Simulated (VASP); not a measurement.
# CdI2 (P-3m1) in VASP: a series of runs

Aim: see how the results for CdI2 move with the level of theory and the settings. Levels: LDA, PBEsol. Tasks: single point.

All numbers are computed with VASP 6.6.1; they aren't measurements. Logs are shortened: lines on timing, memory, paths and dates and some standing lists are left out, and cuts for length are marked.

## (1) The cell of the first run

It takes space group P-3m1 (No. 164, trigonal). The conventional cell has a = 4.248 Å, b = 4.248 Å, c = 6.884 Å, α = 90.00°, β = 90.00°, γ = 120.00°. Cd (site symmetry -3m) has 6 I at 2.99 Å within 3.9 Å. I (site symmetry 3m) has 3 Cd at 2.99 Å within 3.9 Å.

## (2) Single point, LDA

File INCAR:

```
ALGO = Normal
EDIFF = 1E-6
ENCUT = 500
GGA = CA
GGA_COMPAT = F
ISIF = 2
ISMEAR = 0
LASPH = T
LCHARG = T
LELF = T
LREAL = F
LVHAR = T
LWAVE = F
NBANDS = 20
NELM = 120
PREC = Accurate
SIGMA = 0.01
```

File KPOINTS:

```
k-points
0
Gamma
  6 6 4
```

File POSCAR:

```
CdI2
1.0
    4.2483568949      0.0000000000      0.0000000000
   -2.1241784475      3.6791849954      0.0000000000
    0.0000000000      0.0000000000      6.8844151973
Cd I
1 2
Direct
    0.0000000000      0.0000000000      0.0000000000
    0.3333333333      0.6666666667      0.2495592320
    0.6666666667      0.3333333333      0.7504407680
```

Potentials or basis: VASP PAW LDA potentials, release 64 (Cd, I).

Launch:

```sh
> cat potpaw_LDA.64/Cd/POTCAR potpaw_LDA.64/I/POTCAR > POTCAR
> mpirun -np 1 vasp_std > vasp.out
```

OUTCAR:

```text
EDIFF = 1E-6
   ENCUT = 500
   GGA = CA
   ISIF = 2
   ISMEAR = 0
   LASPH = T
   LREAL = F
   NELM = 120
   PREC = Accurate

 ion  position               nearest neighbor table
   1  0.000  0.000  0.000-   2 2.99   3 2.99   3 2.99   2 2.99   3 2.99   2 2.99
   2  0.333  0.667  0.250-   1 2.99   1 2.99   1 2.99
   3  0.667  0.333  0.750-   1 2.99   1 2.99   1 2.99

  LATTYP: Found a hexagonal cell.
 ALAT       =     4.2483568949
 C/A-ratio  =     1.6204889014

  Lattice vectors:

 A1 = (   4.2483568949,   0.0000000000,   0.0000000000)
 A2 = (  -2.1241784475,   3.6791849954,   0.0000000000)
 A3 = (   0.0000000000,   0.0000000000,   6.8844151973)

Analysis of symmetry for initial positions (statically):
=====================================================================
 Subroutine PRICEL returns:
 Original cell was already a primitive cell.

 Routine SETGRP: Setting up the symmetry group for a
 hexagonal supercell.

 Subroutine GETGRP returns: Found 12 space group operations
 (whereof 12 operations were pure point group operations)
 out of a pool of 24 trial point group operations.

The static configuration has the point symmetry D_3d.

Analysis of symmetry for dynamics (positions and initial velocities):
=====================================================================
 Subroutine PRICEL returns:
 Original cell was already a primitive cell.

 Routine SETGRP: Setting up the symmetry group for a
 hexagonal supercell.

 Subroutine GETGRP returns: Found 12 space group operations
 (whereof 12 operations were pure point group operations)
 out of a pool of 24 trial point group operations.

The dynamic configuration has the point symmetry D_3d.

 Subroutine INISYM returns: Found 12 space group operations
 (whereof 12 operations are pure point group operations),
 and found     1 'primitive' translations

----------------------------------------------------------------------------------------

                                     Primitive cell

  volume of cell :     107.6068

  direct lattice vectors                    reciprocal lattice vectors
     4.248356895  0.000000000  0.000000000     0.235385121  0.135899663  0.000000000
    -2.124178447  3.679184995  0.000000000     0.000000000  0.271799325  0.000000000
     0.000000000  0.000000000  6.884415197     0.000000000  0.000000000  0.145255620

  length of vectors
     4.248356895  4.248356895  6.884415197     0.271799325  0.271799325  0.145255620

  position of ions in fractional coordinates (direct lattice)
     0.000000000  0.000000000  0.000000000
     0.333333333  0.666666667  0.249559232
     0.666666667  0.333333333  0.750440768

  ion indices of the primitive-cell ions
   primitive index   ion index
                 1           1
                 2           2
                 3           3

----------------------------------------------------------------------------------------

 KPOINTS: k-points

Automatic generation of k-mesh.
 Grid dimensions read from file:
 generate k-points for:    6    6    4

 Generating k-lattice:

  Cartesian coordinates                     Fractional coordinates (reciprocal lattice)
     0.039230853  0.022649944  0.000000000     0.166666667 -0.000000000  0.000000000
     0.000000000  0.045299888  0.000000000     0.000000000  0.166666667  0.000000000
     0.000000000  0.000000000  0.036313905     0.000000000  0.000000000  0.250000000

  Length of vectors
     0.045299888  0.045299888  0.036313905

  Shift w.r.t. Gamma in fractional coordinates (k-lattice)
     0.000000000  0.000000000  0.000000000

 Subroutine IBZKPT returns following result:
 ===========================================

 Found     24 irreducible k-points:

 Following reciprocal coordinates:
            Coordinates               Weight
  0.000000  0.000000  0.000000      1.000000
  0.166667  0.000000  0.000000      6.000000
  0.333333 -0.000000  0.000000      6.000000
  0.500000  0.000000  0.000000      3.000000
  0.166667  0.166667  0.000000      6.000000
  0.333333  0.166667  0.000000     12.000000
[... 16 lines left out ...]
  0.333333  0.166667  0.500000     12.000000
  0.333333  0.333333  0.500000      2.000000
   k-points           NKPTS =     24   k-points in BZ     NKDIM =     24   number of bands    NBANDS=     20
   number of dos      NEDOS =    301   number of ions     NIONS =      3
   total plane-waves  NPLWV =  51200
   dimension x,y,z NGX =    32 NGY =   32 NGZ =   50
   dimension x,y,z NGXF=    64 NGYF=   64 NGZF=  100
   ions per type =               1   2
   NGX,Y,Z   is equivalent  to a cutoff of  12.52, 12.52, 12.07 a.u.
   NGXF,Y,Z  is equivalent  to a cutoff of  25.04, 25.04, 24.15 a.u.
 SYSTEM =  unknown system
   PREC   = accura    normal or accurate (medium, high low for compatibility)
   ISTART =      0    job   : 0-new  1-cont  2-samecut
   ICHARG =      2    charge: 1-file 2-atom 10-const
   ISPIN  =      1    spin polarized calculation?
   LNONCOLLINEAR =      F non collinear calculations
   LSORBIT =      F    spin-orbit coupling
   LASPH  =      T    aspherical Exc in radial PAW
   ENCUT  =  500.0 eV  36.75 Ry    6.06 a.u.   7.75  7.75 12.55*2*pi/ulx,y,z
   NELM   =    120;   NELMIN=  2; NELMDL= -5     # of ELM steps
   EDIFF  = 0.1E-05   stopping-criterion for ELM
   LREAL  =      F    real-space projection
   EDIFFG = 0.1E-04   stopping-criterion for IOM
   NSW    =      0    number of steps for IOM
   IBRION =     -1    ionic relax: 0-MD 1-quasi-New 2-CG
   NFREE  =      0    steps in history (QN), initial steepest desc. (CG)
   ISIF   =      2    stress and relaxation
   ISYM   =      2    0-nonsym 1-usesym 2-fastsym
   POTIM  = 0.5000    time-step for ionic-motion
   TEBEG  =    0.0;   TEEND  =   0.0 temperature during run
   PSTRESS=    0.0 pullay stress
   NELECT =      26.0000    total number of electrons
   NUPDOWN=      -1.0000    fix difference up-down
   EMIN   =  10.00;   EMAX   =-10.00  energy-range for DOS
   EFERMI =   0.00;   METHOD = LEGACY
   ISMEAR =     0;   SIGMA  =   0.01  broadening in eV -4-tet -1-fermi 0-gaus
   EFERMI_NEDOS =   21; number of points for ismear=-14 and -15
   IALGO  =     38    algorithm
   IMIX   =      4    mixing-type and parameters
     AMIX     =   0.40;   BMIX     =  1.00
     AMIX_MAG =   1.60;   BMIX_MAG =  1.00
  volume/ion in A,a.u.               =      35.87       242.06
  Fermi-wavevector in a.u.,A,eV,Ry     =   1.019654  1.926866 14.145893  1.039694
  Thomas-Fermi vector in A             =   2.153180
   LORBIT       =      0    0 simple, 1 ext, 2 COOP (PROOUT), +10 PAW based schemes
   GGA     = CA    functional components
   LHFCALC =     F    Hartree Fock is set to
   AEXX    =    0.0000 exact exchange contribution
   IVDW    =     0    specifies the selected vdW correction
   LEPSILON=     F    determine dielectric tensor
   LRPA    =     F    only Hartree local field effects (RPA)
 non-spin polarized calculation
 Gauss-broadening in eV      SIGMA  =   0.01
  energy-cutoff  :      500.00
  volume of cell :      107.61
 maximum number of plane-waves:      2786
 NGX is ok and might be reduce to    32
   NGX = 15   NGY = 15   NGZ = 25

 number of electron      25.9999996 magnetization

 Free energy of the ion-electron system (eV)
  ---------------------------------------------------
  ext. energy  EPLUGINS =         0.00000000
  ---------------------------------------------------
  free energy    TOTEN  =        -7.13761319 eV

  energy without entropy =       -7.13761319  energy(sigma->0) =       -7.13761319

 E-fermi :   1.8425     XC(G=0):  -8.9155

 val. band max:        1.7968554631   @ k =   0.0000   0.0000   0.5000
 cond. band min:       3.9978327342   @ k =   0.5000   0.0000   0.5000
 fundamental gap:      2.2009772711
 Fermi energy:         1.8424843902

 k-point     1 :       0.0000    0.0000    0.0000
  band No.  band energies     occupation
      1     -10.3620      2.00000
      2      -9.6609      2.00000
      3      -5.7905      2.00000
      4      -5.7905      2.00000
      5      -5.6746      2.00000
      6      -5.5900      2.00000
[... 12 lines left out ...]
     19      10.6231      0.00000
     20      10.9189      0.00000

 k-point     2 :       0.1667    0.0000    0.0000
  band No.  band energies     occupation
      1     -10.2290      2.00000
      2      -9.6416      2.00000
      3      -5.7715      2.00000
      4      -5.7293      2.00000
      5      -5.6453      2.00000
      6      -5.5956      2.00000
[... 12 lines left out ...]
     19       9.8047      0.00000
     20      10.7447      0.00000

 k-point     3 :       0.3333   -0.0000    0.0000
  band No.  band energies     occupation
      1      -9.9218      2.00000
      2      -9.6164      2.00000
      3      -5.7523      2.00000
      4      -5.6757      2.00000
      5      -5.5943      2.00000
      6      -5.5529      2.00000
[... 12 lines left out ...]
     19      10.1288      0.00000
     20      10.7671      0.00000

 k-point     4 :       0.5000    0.0000    0.0000
  band No.  band energies     occupation
      1      -9.6851      2.00000
      2      -9.6691      2.00000
      3      -5.7516      2.00000
      4      -5.6855      2.00000
      5      -5.5834      2.00000
      6      -5.5262      2.00000
[... 12 lines left out ...]
     19      10.7079      0.00000
     20      11.3162      0.00000

 k-point     5 :       0.1667    0.1667    0.0000
  band No.  band energies     occupation
      1     -10.0082      2.00000
      2      -9.6173      2.00000
      3      -5.7495      2.00000
      4      -5.6568      2.00000
      5      -5.6146      2.00000
      6      -5.5706      2.00000
[... 12 lines left out ...]
     19       8.9176      0.00000
     20      11.1168      0.00000

 k-point     6 :       0.3333    0.1667    0.0000
  band No.  band energies     occupation
      1      -9.7389      2.00000
      2      -9.6162      2.00000
      3      -5.7172      2.00000
      4      -5.6540      2.00000
      5      -5.5829      2.00000
      6      -5.5446      2.00000
[... 12 lines left out ...]
     19      10.0299      0.00000
     20      10.9022      0.00000

 k-point     7 :       0.3333    0.3333    0.0000
  band No.  band energies     occupation
      1      -9.6294      2.00000
      2      -9.6294      2.00000
      3      -5.6308      2.00000
      4      -5.6308      2.00000
      5      -5.5630      2.00000
      6      -5.5535      2.00000
[... 12 lines left out ...]
     19      10.0065      0.00000
     20      10.0065      0.00000
[... 277 lines left out ...]
 k-point    20 :       0.3333   -0.0000    0.5000
  band No.  band energies     occupation
      1      -9.8202      2.00000
      2      -9.7224      2.00000
      3      -5.7534      2.00000
      4      -5.6819      2.00000
      5      -5.5897      2.00000
      6      -5.5529      2.00000
[... 12 lines left out ...]
     19      10.6737      0.00000
     20      10.9055      0.00000

 k-point    21 :       0.5000    0.0000    0.5000
  band No.  band energies     occupation
      1      -9.7290      2.00000
      2      -9.6174      2.00000
      3      -5.7532      2.00000
      4      -5.6903      2.00000
      5      -5.5764      2.00000
      6      -5.5262      2.00000
[... 12 lines left out ...]
     19      10.9539      0.00000
     20      11.2896      0.00000

 k-point    22 :       0.1667    0.1667    0.5000
  band No.  band energies     occupation
      1      -9.8778      2.00000
      2      -9.7598      2.00000
      3      -5.7451      2.00000
      4      -5.6720      2.00000
      5      -5.6119      2.00000
      6      -5.5854      2.00000
[... 12 lines left out ...]
     19       9.7246      0.00000
     20      10.5690      0.00000

 k-point    23 :       0.3333    0.1667    0.5000
  band No.  band energies     occupation
      1      -9.7038      2.00000
      2      -9.6481      2.00000
      3      -5.7098      2.00000
      4      -5.6570      2.00000
      5      -5.5791      2.00000
      6      -5.5452      2.00000
[... 12 lines left out ...]
     19       9.8060      0.00000
     20      11.0561      0.00000

 k-point    24 :       0.3333    0.3333    0.5000
  band No.  band energies     occupation
      1      -9.6284      2.00000
      2      -9.6284      2.00000
      3      -5.6244      2.00000
      4      -5.6244      2.00000
      5      -5.5611      2.00000
      6      -5.5480      2.00000
[... 12 lines left out ...]
     19      10.6568      0.00000
     20      10.6568      0.00000

------------------------ aborting loop because EDIFF is reached ----------------------------------------

  FORCE on cell =-STRESS in cart. coord.  units (eV):
  Direction    XX          YY          ZZ          XY          YZ          ZX
  --------------------------------------------------------------------------------------
  -------------------------------------------------------------------------------------
  Total       -1.2715004     -1.2715004     -1.2654676      0.0000000     -0.0000000     -0.0000000
  in kB      -18.9316035    -18.9316035    -18.8417798      0.0000000     -0.0000000     -0.0000000
  external PRESSURE =     -18.9016623 kB  Pullay stress =       0.0000000 kB

 VOLUME and BASIS-vectors are now :
 -----------------------------------------------------------------------------
  energy-cutoff  :      500.00
  volume of cell :      107.61
      direct lattice vectors                 reciprocal lattice vectors
     4.248356895  0.000000000  0.000000000     0.235385121  0.135899663  0.000000000
    -2.124178447  3.679184995  0.000000000     0.000000000  0.271799325  0.000000000
     0.000000000  0.000000000  6.884415197     0.000000000  0.000000000  0.145255620

 POSITION                                       TOTAL-FORCE (eV/Angst)
 -----------------------------------------------------------------------------------
      0.00000      0.00000      0.00000         0.000000      0.000000      0.000000
     -0.00000      2.45279      1.71807        -0.000000      0.000000     -0.241665
      2.12418      1.22639      5.16635         0.000000     -0.000000      0.241665
 -----------------------------------------------------------------------------------
    total drift:                                0.000000     -0.000000      0.000000

  FREE ENERGIE OF THE ION-ELECTRON SYSTEM (eV)
  ---------------------------------------------------
  free  energy   TOTEN  =        -7.1376131881 eV

  energy  without entropy=       -7.1376131881  energy(sigma->0) =       -7.13761319
```

Run time: 39 s. Hardware: 1 thread of AMD EPYC 7R43 (Zen 3), shared host; peak memory 0.17 GiB.

Results:

| Quantity | Value |
| --- | --- |
| Free energy | -7.1376 eV |
| Pressure | -1.9 GPa |
| Largest force | 0.242 eV/Å |
| Band gap on the k mesh | 2.20 eV, indirect (least direct gap 2.36 eV) |

Forces in eV/Å, atoms in the order of the input:
```
Cd   0.000  0.000  0.000
I    0.000  0.000 -0.242
I    0.000  0.000  0.242
```

Levels at points of the mesh, in eV from the valence-band top:
| k point | band 11 | band 12 | band 13 | band 14 | band 15 | band 16 |
| --- | --- | --- | --- | --- | --- | --- |
| (0.00, 0.00, 0.00) | -0.15 | -0.15 | -0.14 | 2.22 | 4.27 | 6.20 |
| (0.50, 0.00, 0.00) | -1.53 | -0.73 | -0.13 | 2.51 | 4.81 | 5.77 |
| (0.00, 0.00, 0.50) | -0.42 | 0.00 | 0.00 | 3.41 | 4.29 | 5.99 |
| (0.50, 0.00, 0.50) | -1.23 | -0.51 | -0.45 | 2.20 | 4.74 | 5.66 |

Caveat: spin-orbit coupling is left out, which moves the levels of the heavy elements.

## (3) Single point, PBEsol

File INCAR:

```
  PREC = Accurate
  ENCUT = 500
  EDIFF = 1E-6
  ISMEAR = 0
  SIGMA = 0.01
  LREAL = False
  LASPH = True
  NELM = 120
  ALGO = Normal
  ISIF = 2
  LWAVE = False
  LCHARG = False
  GGA = PS
  NBANDS = 20
  ISYM = 0
  GGA_COMPAT = False
```

File KPOINTS:

```
Automatic mesh
0
Gamma
  6 6 4
  0.5 0.5 0.5
```

POSCAR is that of step 2.

Potentials or basis: VASP PAW PBE potentials, release 64 (Cd, I).

Launch:

```sh
> cat potpaw_PBE.64/Cd/POTCAR potpaw_PBE.64/I/POTCAR > POTCAR
> mpirun -np 1 vasp_std > vasp.out
```

It took 5.3 min on 1 thread of AMD EPYC 7R43 (Zen 3), shared host; peak memory 0.49 GiB.

It converged, with:

```yaml
Free_energy: -6.3738 eV
Pressure: -0.5 GPa
Largest_force: 0.119 eV/Å
Band_gap_on_the_k_mesh: 2.29 eV, indirect (least direct gap 2.68 eV)
```

Forces on the atoms (eV/Å):
```
Cd   0.000  0.000  0.000
I    0.000  0.000 -0.119
I    0.000  0.000  0.119
```

Stress tensor (GPa, compression positive):
```
-0.54  0.00  0.00
 0.00 -0.54  0.00
 0.00  0.00 -0.45
```

Levels at points of the mesh, in eV from the valence-band top:
```csv
k point,band 10,band 11,band 12,band 13,band 14,band 15,band 16,band 17
"(0.08, 0.08, 0.12)",-0.97,-0.45,-0.20,-0.11,3.15,5.08,5.60,6.50
```

Caveat: the PAW data sets were made with another functional, which shifts forces and pressure a little; spin-orbit coupling is left out, which moves the levels of the heavy elements; this functional lacks dispersion, which binds the layers, so the pressure and a relaxed spacing across them are unreliable. As with any semilocal functional, this PBEsol gap is likely too small.
